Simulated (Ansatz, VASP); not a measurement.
## Sn2TeS: VASP beside Ansatz

The input INCAR:

```
PREC = Accurate ; ENCUT = 520
EDIFF = 1E-6 ; ISMEAR = 0
SIGMA = 0.1 ; LREAL = F
LASPH = T ; NELM = 60
ALGO = Normal ; ISIF = 2
LWAVE = F ; LCHARG = F
GGA = PE ; NBANDS = 28
```

Contents of KPOINTS:

```
regular mesh
0
Gamma
  6 6 6
```

The input POSCAR:

```
Sn2TeS
1.0
    2.1698263000      1.2527498000      7.0415052000
   -2.1698263000      1.2527498000      7.0415052000
    0.0000000000     -2.5054996000      7.0415052000
Sn Te S
2 1 1
Direct
    0.7411070000      0.7411070000      0.7411070000
    0.2588930000      0.2588930000      0.2588930000
    0.5000000000      0.5000000000      0.5000000000
    0.0000000000      0.0000000000      0.0000000000
```

Input for Ansatz:

```yaml
crystal:
  lattice:
    - [2.1698263, 1.2527498, 7.0415052]
    - [-2.1698263, 1.2527498, 7.0415052]
    - [0.0, -2.5054996, 7.0415052]
  atoms:
    - { symbol: Sn, position: [0.741107, 0.741107, 0.741107] }
    - { symbol: Sn, position: [0.258893, 0.258893, 0.258893] }
    - { symbol: Te, position: [0.5, 0.5, 0.5] }
    - { symbol: S, position: [0.0, 0.0, 0.0] }
basis:
  ecutwfc: 420
kpoints:
  mp_grid: { grid: [6, 6, 6] }
hamiltonian:
  xc: pbe
scf:
  occupations: { method: gaussian, width: 0.1 }
  lower_state_search: "off"
output:
  forces: true
  stress: true
  eigenvalues: true
```

Change from the starting cell: relaxed end of: species swapped into the LiYSe2 type (R-3m, No. 166).

Alike in both runs: task single point; functional PBE; k mesh 6 × 6 × 6; occupations gaussian, width 0.1 eV; no spin polarisation.

|  | VASP | Ansatz |
| --- | --- | --- |
| version | VASP 6.6.1 | Ansatz 0.2.0 |
| potentials or method | VASP PAW PBE potentials, release 64 (Sn_d, Te, S), cutoff 520 eV | scalar-relativistic, plane waves, PAW |
| valence electrons in the cell | 40 | 50 |

VASP gave:

| Item | Value |
| --- | --- |
| gap on the k mesh at the Fermi level (eV) | 0.09 |
| least direct gap on the mesh (eV) | 0.12 |
| pressure (GPa) | -0.2 |
| rms of the force components (eV/Å) | 0.010 |

Question: Which values does Ansatz return?

Answer: gap on the k mesh at the Fermi level (eV): 0.09; least direct gap on the mesh (eV): 0.12; pressure (GPa): -0.1; rms of the force components (eV/Å): 0.010.

Atom by atom the forces differ by 0.001 eV/Å (rms over components). VASP's potentials hold 40 valence electrons a cell and Ansatz's 50, so a difference there can come from the potentials and not from the codes.

Neither program's run includes spin-orbit coupling.
